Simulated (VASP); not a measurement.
Runs of VASP 6.6.1 on Si. The structure is that of space group P6/mmm (No. 191), or close to it. The cells are those of the table. 

```csv
cell,gap on the mesh (eV),pressure (GPa)
"a = 2.752, b = 2.752, c = 2.343 Å, angles 90.0, 90.0, 120.0°, 1 atom",none,-2.7
"a = 2.490, b = 2.490, c = 2.590 Å, angles 90.0, 90.0, 120.0°, 1 atom",none,7.0
"a = 2.752, b = 2.752, c = 2.528 Å, angles 90.0, 90.0, 120.0°, 1 atom",none,-10.9
"a = 2.686, b = 2.686, c = 2.466 Å, angles 90.0, 90.0, 120.0°, 1 atom",none,(b)
"a = 2.555, b = 2.555, c = 2.590 Å, angles 90.0, 90.0, 120.0°, 1 atom",none,(a)
"a = 2.752, b = 2.752, c = 2.405 Å, angles 90.0, 90.0, 120.0°, 1 atom",none,(d)
"a = 2.752, b = 2.752, c = 2.590 Å, angles 90.0, 90.0, 120.0°, 1 atom",none,-12.3
"a = 2.555, b = 2.555, c = 2.528 Å, angles 90.0, 90.0, 120.0°, 1 atom",none,2.3
"a = 2.621, b = 2.621, c = 2.590 Å, angles 90.0, 90.0, 120.0°, 1 atom",none,-5.6
"a = 2.686, b = 2.686, c = 2.405 Å, angles 90.0, 90.0, 120.0°, 1 atom",none,-2.5
"a = 2.621, b = 2.621, c = 2.528 Å, angles 90.0, 90.0, 120.0°, 1 atom",none,-3.5
"a = 2.490, b = 2.490, c = 2.343 Å, angles 90.0, 90.0, 120.0°, 1 atom",none,(c)
```

Alike in all rows: task single point; level LDA; potentials or basis VASP PAW LDA potentials, release 64 (Si); no spin polarisation; k mesh 21 × 21 × 20; cutoff (eV) 520; smearing gaussian 0.15 eV.

Q: Fill in the values left out.

A: (a) -0.2; (b) -5.5; (c) 23.9; (d) -6.3.

A gap of «none» marks levels without a gap at the run's occupations.
